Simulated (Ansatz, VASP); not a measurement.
## Ag: VASP and Ansatz over several settings

```
CELL_PARAMETERS angstrom
2.86683 0.00000 0.00000
-1.43341 2.48275 0.00000
0.00000 0.00000 9.93288
ATOMIC_POSITIONS crystal
Ag 0.00000 0.00000 0.50000
Ag 0.00000 0.00000 0.00000
Ag 0.66667 0.33333 0.75000
Ag 0.33333 0.66667 0.25000
```

Single points on this cell with VASP 6.6.1 and Ansatz 0.2.0. Each row is one pair of runs. Alike in all rows: spin: off; k mesh: 11 × 11 × 3; smearing: fermi-dirac, width 0.05 eV.

| level | VASP's potentials, cutoff | Ansatz's potentials, cutoff | gap on the k mesh at the Fermi level (eV), VASP | gap on the k mesh at the Fermi level (eV), Ansatz | pressure (GPa), VASP | pressure (GPa), Ansatz |
| --- | --- | --- | --- | --- | --- | --- |
| PBE | VASP PAW PBE potentials, release 64 (Ag), 520 eV | Ansatz PAW, 420 eV | none | none | 1.2 | 1.3 |
| LDA | VASP PAW LDA potentials, release 64 (Ag), 520 eV | Ansatz PAW, 420 eV | none | none | -9.8 | -10.0 |
| r2SCAN | VASP PAW PBE potentials, release 64 (Ag), 520 eV | Ansatz PAW, 500 eV | none | none | -1.6 | -1.7 |

Pressure (GPa): the two programs differ by at most 0.15.

VASP's potentials hold 44 valence electrons a cell and Ansatz's 76, so a difference there can come from the potentials and not from the codes.

A gap of «none» marks a metal or a gap that the smearing closes.
